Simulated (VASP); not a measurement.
# BeS (F-43m) in VASP: a series of runs

Runs on BeS. Level: PBEsol. Tasks: single point.

Everything below comes from runs of VASP 6.6.1. Logs are shortened: lines on timing, memory, paths and dates and some standing lists are left out, and cuts for length are marked.

## 1. The cell of the first run

Symmetry: F-43m, No. 216, cubic system. Conventional cell: a = 4.837 Å, b = 4.837 Å, c = 4.837 Å, α = 90.00°, β = 90.00°, γ = 90.00°. S (site symmetry -43m) has 4 Be at 2.09 Å within 2.8 Å. Be (site symmetry -43m) has 4 S at 2.09 Å within 2.8 Å.

## 2. Single point, PBEsol

The input, INCAR:

```
  ALGO = Normal
  EDIFF = 1E-6
  ENCUT = 520
  GGA = PS
  ISIF = 2
  ISMEAR = -1
  LASPH = T
  LCHARG = F
  LREAL = F
  LWAVE = F
  NBANDS = 11
  NELM = 60
  PREC = Accurate
  SIGMA = 0.05
```

The input, KPOINTS:

```
k-points
0
Gamma
  9 9 9
```

The input, POSCAR:

```
BeS
1.0
    0.0000000000      2.4186125567      2.4186125567
    2.4186125567      0.0000000000      2.4186125567
    2.4186125567      2.4186125567      0.0000000000
S Be
1 1
Direct
    0.7500000000      0.7500000000      0.7500000000
    0.0000000000      0.0000000000      0.0000000000
```

Potentials or basis: VASP PAW PBE potentials, release 64 (S, Be).

Launch:

```
$ cat potpaw_PBE.64/S/POTCAR potpaw_PBE.64/Be/POTCAR > POTCAR
$ mpirun -np 1 vasp_std > vasp.out
```

OUTCAR:

```text
EDIFF = 1E-6
   ENCUT = 520
   GGA = PS
   ISIF = 2
   ISMEAR = -1
   LASPH = T
   LREAL = F
   NELM = 60
   PREC = Accurate

 ion  position               nearest neighbor table
   1  0.750  0.750  0.750-   2 2.09   2 2.09   2 2.09   2 2.09
   2  0.000  0.000  0.000-   1 2.09   1 2.09   1 2.09   1 2.09

  LATTYP: Found a face centered cubic cell.
 ALAT       =     4.8372251134

  Lattice vectors:

 A1 = (   0.0000000000,   2.4186125567,   2.4186125567)
 A2 = (   2.4186125567,   0.0000000000,   2.4186125567)
 A3 = (   2.4186125567,   2.4186125567,   0.0000000000)

Analysis of symmetry for initial positions (statically):
=====================================================================
 Subroutine PRICEL returns:
 Original cell was already a primitive cell.

 Routine SETGRP: Setting up the symmetry group for a
 face centered cubic supercell.

 Subroutine GETGRP returns: Found 24 space group operations
 (whereof 24 operations were pure point group operations)
 out of a pool of 48 trial point group operations.

The static configuration has the point symmetry T_d .

Analysis of symmetry for dynamics (positions and initial velocities):
=====================================================================
 Subroutine PRICEL returns:
 Original cell was already a primitive cell.

 Routine SETGRP: Setting up the symmetry group for a
 face centered cubic supercell.

 Subroutine GETGRP returns: Found 24 space group operations
 (whereof 24 operations were pure point group operations)
 out of a pool of 48 trial point group operations.

The dynamic configuration has the point symmetry T_d .

 Subroutine INISYM returns: Found 24 space group operations
 (whereof 24 operations are pure point group operations),
 and found     1 'primitive' translations

----------------------------------------------------------------------------------------

                                     Primitive cell

  volume of cell :      28.2963

  direct lattice vectors                    reciprocal lattice vectors
     0.000000000  2.418612557  2.418612557    -0.206730094  0.206730094  0.206730094
     2.418612557  0.000000000  2.418612557     0.206730094 -0.206730094  0.206730094
     2.418612557  2.418612557  0.000000000     0.206730094  0.206730094 -0.206730094

  length of vectors
     3.420434680  3.420434680  3.420434680     0.358067025  0.358067025  0.358067025

  position of ions in fractional coordinates (direct lattice)
     0.750000000  0.750000000  0.750000000
     0.000000000  0.000000000  0.000000000

  ion indices of the primitive-cell ions
   primitive index   ion index
                 1           1
                 2           2

----------------------------------------------------------------------------------------

 KPOINTS: k-points

Automatic generation of k-mesh.
 Grid dimensions read from file:
 generate k-points for:    9    9    9

 Generating k-lattice:

  Cartesian coordinates                     Fractional coordinates (reciprocal lattice)
    -0.022970010  0.022970010  0.022970010     0.111111111  0.000000000  0.000000000
     0.022970010 -0.022970010  0.022970010     0.000000000  0.111111111  0.000000000
     0.022970010  0.022970010 -0.022970010     0.000000000  0.000000000  0.111111111

  Length of vectors
     0.039785225  0.039785225  0.039785225

  Shift w.r.t. Gamma in fractional coordinates (k-lattice)
     0.000000000  0.000000000  0.000000000

 Subroutine IBZKPT returns following result:
 ===========================================

 Found     35 irreducible k-points:

 Following reciprocal coordinates:
            Coordinates               Weight
  0.000000  0.000000  0.000000      1.000000
  0.111111  0.000000  0.000000      8.000000
  0.222222  0.000000  0.000000      8.000000
  0.333333  0.000000  0.000000      8.000000
  0.444444  0.000000  0.000000      8.000000
  0.111111  0.111111  0.000000      6.000000
[... 16 lines left out ...]
 -0.333333  0.333333  0.000000     12.000000
  0.444444  0.444444  0.000000      6.000000
 [... further k-points ...]
   k-points           NKPTS =     35   k-points in BZ     NKDIM =     35   number of bands    NBANDS=     11
   number of dos      NEDOS =    301   number of ions     NIONS =      2
   total plane-waves  NPLWV =  21952
   dimension x,y,z NGX =    28 NGY =   28 NGZ =   28
   dimension x,y,z NGXF=    56 NGYF=   56 NGZF=   56
   ions per type =               1   1
   NGX,Y,Z   is equivalent  to a cutoff of  13.61, 13.61, 13.61 a.u.
   NGXF,Y,Z  is equivalent  to a cutoff of  27.22, 27.22, 27.22 a.u.
 SYSTEM =  unknown system
   PREC   = accura    normal or accurate (medium, high low for compatibility)
   ISTART =      0    job   : 0-new  1-cont  2-samecut
   ICHARG =      2    charge: 1-file 2-atom 10-const
   ISPIN  =      1    spin polarized calculation?
   LNONCOLLINEAR =      F non collinear calculations
   LSORBIT =      F    spin-orbit coupling
   LASPH  =      T    aspherical Exc in radial PAW
   ENCUT  =  520.0 eV  38.22 Ry    6.18 a.u.   6.36  6.36  6.36*2*pi/ulx,y,z
   NELM   =     60;   NELMIN=  2; NELMDL= -5     # of ELM steps
   EDIFF  = 0.1E-05   stopping-criterion for ELM
   LREAL  =      F    real-space projection
   EDIFFG = 0.1E-04   stopping-criterion for IOM
   NSW    =      0    number of steps for IOM
   IBRION =     -1    ionic relax: 0-MD 1-quasi-New 2-CG
   NFREE  =      0    steps in history (QN), initial steepest desc. (CG)
   ISIF   =      2    stress and relaxation
   ISYM   =      2    0-nonsym 1-usesym 2-fastsym
   POTIM  = 0.5000    time-step for ionic-motion
   TEBEG  =    0.0;   TEEND  =   0.0 temperature during run
   PSTRESS=    0.0 pullay stress
   NELECT =       8.0000    total number of electrons
   NUPDOWN=      -1.0000    fix difference up-down
   EMIN   =  10.00;   EMAX   =-10.00  energy-range for DOS
   EFERMI =   0.00;   METHOD = LEGACY
   ISMEAR =    -1;   SIGMA  =   0.05  broadening in eV -4-tet -1-fermi 0-gaus
   EFERMI_NEDOS =   21; number of points for ismear=-14 and -15
   IALGO  =     38    algorithm
   IMIX   =      4    mixing-type and parameters
     AMIX     =   0.40;   BMIX     =  1.00
     AMIX_MAG =   1.60;   BMIX_MAG =  1.00
  volume/ion in A,a.u.               =      14.15        95.48
  Fermi-wavevector in a.u.,A,eV,Ry     =   1.074472  2.030458 15.707798  1.154491
  Thomas-Fermi vector in A             =   2.210301
   LORBIT       =      0    0 simple, 1 ext, 2 COOP (PROOUT), +10 PAW based schemes
   GGA     = PS    functional components
   LHFCALC =     F    Hartree Fock is set to
   AEXX    =    0.0000 exact exchange contribution
   IVDW    =     0    specifies the selected vdW correction
   LEPSILON=     F    determine dielectric tensor
   LRPA    =     F    only Hartree local field effects (RPA)
 non-spin polarized calculation
  energy-cutoff  :      520.00
  volume of cell :       28.30
 maximum number of plane-waves:       775
 NGX is ok and might be reduce to    28
   NGX = 13   NGY = 13   NGZ = 13

 number of electron       8.0000000 magnetization

 Free energy of the ion-electron system (eV)
  ---------------------------------------------------
  ext. energy  EPLUGINS =         0.00000000
  ---------------------------------------------------
  free energy    TOTEN  =       -10.56427335 eV

  energy without entropy =      -10.56427335  energy(sigma->0) =      -10.56427335

 E-fermi :   5.2514     XC(G=0):  -9.9335

 val. band max:        4.2265612873   @ k =   0.0000   0.0000   0.0000
 cond. band min:       7.2351504370   @ k =   0.4444   0.4444   0.0000
 fundamental gap:      3.0085891497
 Fermi energy:         5.2513747328

 k-point     1 :       0.0000    0.0000    0.0000
  band No.  band energies     occupation
      1      -9.5450      2.00000
      2       4.2266      2.00000
      3       4.2266      2.00000
      4       4.2266      2.00000
      5       9.8330      0.00000
      6       9.8330      0.00000
      7       9.8330      0.00000
      8       9.9992      0.00000
      9      17.0372      0.00000
     10      17.0372      0.00000
     11      18.9637      0.00000

 k-point     2 :       0.1111    0.0000    0.0000
  band No.  band energies     occupation
      1      -9.4014      2.00000
      2       3.2126      2.00000
      3       4.0610      2.00000
      4       4.0610      2.00000
      5       9.7489      0.00000
      6      10.1284      0.00000
      7      10.1284      0.00000
      8      11.1062      0.00000
      9      16.4064      0.00000
     10      16.4064      0.00000
     11      18.8069      0.00000

 k-point     3 :       0.2222    0.0000    0.0000
  band No.  band energies     occupation
      1      -8.9965      2.00000
      2       1.3207      2.00000
      3       3.7066      2.00000
      4       3.7066      2.00000
      5       9.7109      0.00000
      6      10.6547      0.00000
      7      10.6547      0.00000
      8      12.9907      0.00000
      9      15.9729      0.00000
     10      15.9729      0.00000
     11      18.3757      0.00000

 k-point     4 :       0.3333    0.0000    0.0000
  band No.  band energies     occupation
      1      -8.4320      2.00000
      2      -0.4327      2.00000
      3       3.3795      2.00000
      4       3.3795      2.00000
      5       9.6688      0.00000
      6      10.8188      0.00000
      7      10.8188      0.00000
      8      14.5155      0.00000
      9      16.8175      0.00000
     10      16.8175      0.00000
     11      18.3341      0.00000
[... 239 lines left out ...]
 k-point    22 :      -0.4444    0.3333    0.0000
  band No.  band energies     occupation
      1      -7.3985      2.00000
      2      -0.5910      2.00000
      3       0.4751      2.00000
      4       1.9405      2.00000
      5       8.3520      0.00000
      6      11.1910      0.00000
      7      14.7252      0.00000
      8      15.0140      0.00000
      9      17.3427      0.00000
     10      18.5128      0.00000
     11      21.3918      0.00000

 k-point    23 :      -0.3333    0.3333    0.0000
  band No.  band energies     occupation
      1      -7.4465      2.00000
      2      -0.4514      2.00000
      3       0.0300      2.00000
      4       2.3114      2.00000
      5       8.9228      0.00000
      6      13.2248      0.00000
      7      13.7640      0.00000
      8      14.7548      0.00000
      9      15.2805      0.00000
     10      16.6813      0.00000
     11      22.3895      0.00000

 k-point    24 :       0.4444    0.4444    0.0000
  band No.  band energies     occupation
      1      -7.4316      2.00000
      2      -0.7321      2.00000
      3       1.5805      2.00000
      4       1.5805      2.00000
      5       7.2352      0.00000
      6       9.1004      0.00000
      7      16.6038      0.00000
      8      16.6038      0.00000
      9      19.3149      0.00000
     10      20.4574      0.00000
     11      21.6327      0.00000

 [... further k-points ...]
[... 5 lines left out ...]
  --------------------------------------------------------------------------------------
  -------------------------------------------------------------------------------------
  Total        0.0363543      0.0363543      0.0363543      0.0000000      0.0000000      0.0000000
  in kB        2.0584374      2.0584374      2.0584374      0.0000000      0.0000000      0.0000000
  external PRESSURE =       2.0584374 kB  Pullay stress =       0.0000000 kB

 VOLUME and BASIS-vectors are now :
 -----------------------------------------------------------------------------
  energy-cutoff  :      520.00
  volume of cell :       28.30
      direct lattice vectors                 reciprocal lattice vectors
     0.000000000  2.418612557  2.418612557    -0.206730094  0.206730094  0.206730094
     2.418612557  0.000000000  2.418612557     0.206730094 -0.206730094  0.206730094
     2.418612557  2.418612557  0.000000000     0.206730094  0.206730094 -0.206730094

 POSITION                                       TOTAL-FORCE (eV/Angst)
 -----------------------------------------------------------------------------------
      3.62792      3.62792      3.62792         0.000000     -0.000000      0.000000
      0.00000      0.00000      0.00000        -0.000000      0.000000     -0.000000
 -----------------------------------------------------------------------------------
    total drift:                               -0.000000     -0.000000     -0.000000

  FREE ENERGIE OF THE ION-ELECTRON SYSTEM (eV)
  ---------------------------------------------------
  free  energy   TOTEN  =       -10.5642733549 eV

  energy  without entropy=      -10.5642733549  energy(sigma->0) =      -10.56427335
```

It took 7.2 s on 1 thread of Intel Xeon Platinum 8488C (Sapphire Rapids), shared host; peak memory 0.15 GiB.

Results:

| Quantity | Value |
| --- | --- |
| Free energy | -10.5643 eV |
| Pressure | 0.2 GPa |
| Band gap on the k mesh | 3.01 eV, indirect (least direct gap 5.61 eV) |

Levels at points of the mesh, in eV from the valence-band top:
```csv
k point,band 1,band 2,band 3,band 4,band 5,band 6,band 7,band 8,band 9
"(0.00, 0.00, 0.00)",-13.77,0.00,0.00,0.00,5.61,5.61,5.61,5.77,12.81
```

Caveat: the PAW data sets were made with another functional, which shifts forces and pressure a little. A k mesh can miss the band edges.

## 3. Single point, PBEsol

This run uses another cell than the first one, of 13.50 Å³/atom, 0.954 times its volume.

The input, INCAR:

```
ALGO = Normal ; EDIFF = 1E-6
ENCUT = 520 ; GGA = PS
ISIF = 2 ; ISMEAR = -1
LASPH = T ; LCHARG = F
LREAL = F ; LWAVE = F
NBANDS = 11 ; NELM = 100
PREC = Accurate ; SIGMA = 0.05
```

KPOINTS is that of step 2.

The input, POSCAR:

```
BeS
1.0
    0.0000000000      2.3809376536      2.3809376536
    2.3809376536      0.0000000000      2.3809376536
    2.3809376536      2.3809376536      0.0000000000
S Be
1 1
Direct
    0.7500000000      0.7500000000      0.7500000000
    0.0000000000      0.0000000000      0.0000000000
```

Potentials or basis: VASP PAW PBE potentials, release 64 (S, Be).

Launch:

```
$ cat potpaw_PBE.64/S/POTCAR potpaw_PBE.64/Be/POTCAR > POTCAR
$ mpirun -np 1 vasp_std > vasp.out
```

Wall time 7.3 s (1 thread of Intel Xeon Platinum 8488C (Sapphire Rapids), shared host); peak memory 0.15 GiB.

The run converged. Its results:

| Item | Value |
| --- | --- |
| Free energy | -10.5426 eV |
| Pressure | 5.2 GPa |
| Band gap on the k mesh | 2.90 eV, indirect (least direct gap 5.58 eV) |

Levels at points of the mesh, in eV from the valence-band top:
```
           k point  band 2  band 3  band 4  band 5  band 6  band 7
(0.00, 0.00, 0.00)    0.00    0.00    0.00    5.58    5.58    5.58
```

Caveat: the PAW data sets were made with another functional, which shifts forces and pressure a little.
